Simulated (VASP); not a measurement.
The system is NaCl.

```xyz
2
Lattice="0.0000 3.1257 3.1257 3.1257 0.0000 3.1257 3.1257 3.1257 0.0000" Properties=species:S:1:pos:R:3 pbc="T T T"
Na    4.6886    4.6886    4.6886
Cl    3.1257    3.1257    3.1257
```

Base run:

| Quantity | Value |
| --- | --- |
| Program | VASP 6.6.1 |
| Functional | PBE |
| Potentials or basis | VASP PAW PBE potentials, release 64 (Na_pv, Cl) |
| Cutoff | 520 eV |
| k mesh | 6 × 6 × 6 |
| Occupations | gaussian, width 0.02 eV |
| Spin | no spin polarisation |

Its results: band gap on the k mesh 4.85 eV, direct; pressure 0.0 GPa.

Q: The run is repeated on the same cell with these changes: functional from PBE to r2SCAN. What comes out?

A: Band gap on the k mesh 5.48 eV, direct; pressure -0.7 GPa.

r2SCAN gives the wider gap, since meta-GGAs in the generalised Kohn-Sham scheme recover part of the derivative discontinuity.

Caveats: the PAW data sets were made with another functional, which shifts forces and pressure a little (some runs).

